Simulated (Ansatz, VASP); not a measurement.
**Two plane-wave programs on HPt6**

File INCAR:

```
ALGO     = Normal         # electronic algorithm
DIPOL    = 0.5 0.5 0.289
EDIFF    = 1E-7           # SCF threshold, eV
ENCUT    = 520            # plane-wave cutoff, eV
GGA      = PE             # functional
IDIPOL   = 3            
ISIF     = 2              # what is computed and relaxed
ISMEAR   = 0              # smearing method
LASPH    = T              # aspherical terms in the spheres
LCHARG   = T              # write CHGCAR
LDIPOL   = T            
LELF     = T              # ELF
LREAL    = F              # projectors in reciprocal space
LVACPOTAV= T            
LVHAR    = T            
LWAVE    = F              # write WAVECAR
NBANDS   = 74             # bands
NELM     = 100            # most SCF steps
PREC     = Accurate       # precision mode
SIGMA    = 0.1            # smearing width, eV
```

Contents of KPOINTS:

```
k-points
0
Gamma
  5 5 1
```

Contents of POSCAR:

```
HPt6
1.0
    5.6143281343      0.0000000000      0.0000000000
    0.0000000000      5.6143281343      0.0000000000
    0.0000000000      0.0000000000     21.8513792319
Pt H
12 2
Direct
    0.2500000000      0.2500000000      0.1830548066
    0.2500000000      0.7500000000      0.1830548066
    0.7500000000      0.2500000000      0.1830548066
    0.7500000000      0.7500000000      0.1830548066
    0.0000000000      0.0000000000      0.2712126041
    0.0000000000      0.5000000000      0.2712126041
    0.5000000000      0.0000000000      0.2712126041
    0.5000000000      0.5000000000      0.2712126041
    0.2500000000      0.2500000000      0.3593081768
    0.2500000000      0.7500000000      0.3593081768
    0.7500000000      0.2500000000      0.3593081768
    0.7500000000      0.7500000000      0.3593081768
   -0.0818441653      0.0000000000      0.3945462271
    0.0818441653      0.0000000000      0.3945462271
```

Input for Ansatz:

```yaml
crystal:
  lattice:
    - [5.6143281343, 0.0, 0.0]
    - [0.0, 5.6143281343, 0.0]
    - [0.0, 0.0, 21.8513792319]
  atoms:
    - { symbol: Pt, position: [0.25, 0.25, 0.1830548066] }
    - { symbol: Pt, position: [0.25, 0.75, 0.1830548066] }
    - { symbol: Pt, position: [0.75, 0.25, 0.1830548066] }
    - { symbol: Pt, position: [0.75, 0.75, 0.1830548066] }
    - { symbol: Pt, position: [0.0, 0.0, 0.2712126041] }
    - { symbol: Pt, position: [0.0, 0.5, 0.2712126041] }
    - { symbol: Pt, position: [0.5, 0.0, 0.2712126041] }
    - { symbol: Pt, position: [0.5, 0.5, 0.2712126041] }
    - { symbol: Pt, position: [0.25, 0.25, 0.3593081768] }
    - { symbol: Pt, position: [0.25, 0.75, 0.3593081768] }
    - { symbol: Pt, position: [0.75, 0.25, 0.3593081768] }
    - { symbol: Pt, position: [0.75, 0.75, 0.3593081768] }
    - { symbol: H, position: [-0.0818441653, 0.0, 0.3945462271] }
    - { symbol: H, position: [0.0818441653, 0.0, 0.3945462271] }
basis:
  ecutwfc: 420
kpoints:
  mp_grid: { grid: [5, 5, 1] }
hamiltonian:
  xc: pbe
  pseudopotentials: { kind: paw, azcp: { folder: soft_1 } }
scf:
  occupations: { method: gaussian, width: 0.1 }
output:
  forces: true
  eigenvalues: true
efield:
  axis: 3
  dipole_correction: true
  ramp_width: 0.04
```

Alike in both runs: task single point; functional PBE; k mesh 5 × 5 × 1; occupations gaussian, width 0.1 eV; no spin polarisation.

|  | VASP | Ansatz |
| --- | --- | --- |
| version | VASP 6.6.1 | Ansatz 0.2.0 |
| potentials or method | VASP PAW PBE potentials, release 64 (Pt, H), cutoff 520 eV | scalar-relativistic, plane waves, PAW |
| valence electrons in the cell | 122 | 218 |

Ansatz gave:

| Property | Result |
| --- | --- |
| gap on the k mesh at the Fermi level (eV) | none |
| rms of the force components (eV/Å) | 0.588 |
| work function, face that differs most (eV) | 5.66 |

Task: What did VASP give for the same quantities?

Result: gap on the k mesh at the Fermi level (eV): none; rms of the force components (eV/Å): 0.585; work function, face that differs most (eV): 5.65.

Atom by atom the forces differ by 0.010 eV/Å (rms over components). A gap of «none» marks a metal or a gap that the smearing closes. VASP's potentials hold 122 valence electrons a cell and Ansatz's 218, so a difference there can come from the potentials and not from the codes.

Spin-orbit coupling is off throughout.
